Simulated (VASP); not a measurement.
Write the native input for VASP 6.6.1 that does the following.

```
Task                   : single point
Functional             : LDA
Potentials or basis    : VASP PAW LDA potentials, release 64 (Pd)
Cutoff                 : 520 eV
k mesh                 : 18 × 18 × 18
Occupations            : fermi-dirac, width 0.05 eV
Spin                   : no spin polarisation
Dipole correction      : no
Further INCAR settings : ALGO = Normal; EDIFF = 1e-07; NBANDS = 11
```

The structure of Pd lies in POSCAR:

```
Pd
1.0
    0.0000000000      2.0032470000      1.9449000000
    2.0032470000      0.0000000000      1.9449000000
    2.0032470000      2.0032470000      0.0000000000
Pd
1
Direct
    0.0000000000      0.0000000000      0.0000000000
```

This cell differs from its parent crystal: equal xx and yy strain of +3 %.

One way to write it, as run:

INCAR

```
PREC = Accurate
ENCUT = 520
EDIFF = 1E-7
ISMEAR = -1
SIGMA = 0.05
LREAL = False
LASPH = True
NELM = 60
ALGO = Normal
ISIF = 2
LWAVE = False
LCHARG = False
NBANDS = 11
```

KPOINTS

```
regular mesh
0
Gamma
  18 18 18
```

Potentials or basis: VASP PAW LDA potentials, release 64 (Pd).

Command:

```bash
$ cat potpaw_LDA.64/Pd/POTCAR > POTCAR
$ mpirun -np 1 vasp_std > vasp.out
```

It gave:

| Item | Value |
| --- | --- |
| Pressure | -16.9 GPa |
| Band gap on the k mesh | zero (bands 5 and 6 overlap by 1.49 eV) |

Caveat: the cell differs from its parent crystal (equal xx and yy strain of +3 %); the cell stands under tension.

Run time: 76 s on 1 thread of Intel Xeon 8259CL, with other jobs on the host, peak memory 0.2 GiB.
